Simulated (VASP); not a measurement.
A run of VASP 6.6.1 is set up as follows.

File INCAR:

```
SYSTEM = ZnAu
ALGO     = Normal         ! electronic algorithm
EDIFF    = 1E-7           ! SCF threshold, eV
EDIFFG   = -0.05          ! ionic threshold
ENCUT    = 500            ! plane-wave cutoff, eV
GGA      = PE             ! functional
GGA_COMPAT= .False.      
IBRION   = 2              ! ionic algorithm
ISIF     = 3              ! what is computed and relaxed
ISMEAR   = 0              ! smearing method
LASPH    = .True.         ! aspherical terms in the spheres
LCHARG   = .False.        ! write CHGCAR
LREAL    = .False.        ! projectors in reciprocal space
LWAVE    = .False.        ! write WAVECAR
NELM     = 120            ! most SCF steps
NELMIN   = 4            
NSW      = 80             ! ionic steps
PREC     = Accurate       ! precision mode
SIGMA    = 0.1            ! smearing width, eV
```

The input KPOINTS:

```
k-points
0
Gamma
  6 6 6
  0 0 0
```

Contents of POSCAR:

```
ZnAu
1.0
    3.1096651257      0.0000000000      0.0000000000
    0.0000000000      3.1096651257      0.0000000000
    0.0000000000      0.0000000000      3.1096651257
Zn Au
1 1
Direct
    0.5000000000      0.5000000000      0.5000000000
    0.0000000000      0.0000000000      0.0000000000
```

Potentials or basis: VASP PAW PBE potentials, release 64 (Zn, Au).

The run is started by

```sh
$ cat potpaw_PBE.64/Zn/POTCAR potpaw_PBE.64/Au/POTCAR > POTCAR
$ mpirun -np 1 vasp_std > vasp.out
```

Question: Predict the relaxed cell.

Answer: a = 3.191 Å, b = 3.191 Å, c = 3.191 Å, α = 90.00°, β = 90.00°, γ = 90.00°.

Question: Estimate the relaxed volume.

Answer: 16.24 Å³/atom.

Question: Estimate the space group after relaxing (to 0.05 Å).

Answer: Pm-3m (No. 221).

Final structure:
```
CELL_PARAMETERS angstrom
3.19063 0.00000 0.00000
0.00000 3.19063 0.00000
0.00000 0.00000 3.19063
ATOMIC_POSITIONS crystal
Zn 0.50000 0.50000 0.50000
Au 0.00000 0.00000 0.00000
```
